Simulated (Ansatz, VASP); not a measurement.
**Two plane-wave programs on B6Pd**

File INCAR:

```
  ALGO = Normal
  EDIFF = 1E-7
  EDIFFG = -0.04
  ENCUT = 600
  GGA = PE
  IBRION = 2
  ISIF = 3
  ISMEAR = 0
  LASPH = T
  LCHARG = F
  LREAL = F
  LWAVE = F
  NELM = 60
  NSW = 90
  PREC = Accurate
  SIGMA = 0.1
```

The input KPOINTS:

```
k-points
0
Gamma
  6 6 6
```

File POSCAR:

```
B6Pd
1.0
    0.0000000000      2.9848407400      2.9848407400
    2.9848407400      0.0000000000      2.9848407400
    2.9848407400      2.9848407400      0.0000000000
B Pd
6 1
Direct
    0.2961715200      0.7038284800      0.7038284800
    0.7038284800      0.2961715200      0.2961715200
    0.7038284800      0.2961715200      0.7038284800
    0.2961715200      0.7038284800      0.2961715200
    0.7038284800      0.7038284800      0.2961715200
    0.2961715200      0.2961715200      0.7038284800
    0.0000000000      0.0000000000      0.0000000000
```

Input for Ansatz:

```yaml
crystal:
  lattice:
    - [0.0, 2.98484074, 2.98484074]
    - [2.98484074, 0.0, 2.98484074]
    - [2.98484074, 2.98484074, 0.0]
  atoms:
    - { symbol: B, position: [0.29617152, 0.70382848, 0.70382848] }
    - { symbol: B, position: [0.70382848, 0.29617152, 0.29617152] }
    - { symbol: B, position: [0.70382848, 0.29617152, 0.70382848] }
    - { symbol: B, position: [0.29617152, 0.70382848, 0.29617152] }
    - { symbol: B, position: [0.70382848, 0.70382848, 0.29617152] }
    - { symbol: B, position: [0.29617152, 0.29617152, 0.70382848] }
    - { symbol: Pd, position: [0.0, 0.0, 0.0] }
basis:
  ecutwfc: 420
kpoints:
  mp_grid: { grid: [6, 6, 6] }
hamiltonian:
  xc: pbe
scf:
  occupations: { method: gaussian, width: 0.1 }
  lower_state_search: "off"
output:
  forces: true
  stress: true
  eigenvalues: true
relax:
  adjacent_minimum: "off"
  f_tol: 0.04
  max_steps: 70
  cell: { stress_tol: 0.4 }
```

Alike in both runs: task relaxation of cell and atoms; functional PBE; k mesh 6 × 6 × 6; occupations gaussian, width 0.1 eV; no spin polarisation.

```csv
,VASP,Ansatz
version,VASP 6.6.1,Ansatz 0.2.0
potentials or method,"VASP PAW PBE potentials, release 64 (B, Pd), cutoff 600 eV","scalar-relativistic, plane waves, PAW"
valence electrons in the cell,28,36
```

|  | VASP | Ansatz | Ansatz less VASP |
| --- | --- | --- | --- |
| gap on the k mesh at the Fermi level, each at its own relaxed structure (eV) | none | none | - |
| relaxed volume (Å³/atom) | 10.74 | 10.72 | -0.018 |
| relaxed cell length with the largest relative difference (Å) | 4.738 | 4.735 | -0.0027 |

A gap of «none» marks a metal or a gap that the smearing closes. VASP's potentials hold 28 valence electrons a cell and Ansatz's 36, so a difference there can come from the potentials and not from the codes.

Noted on VASP's run: the volume moved by over 15 % at a fixed basis, so the end points are rough.
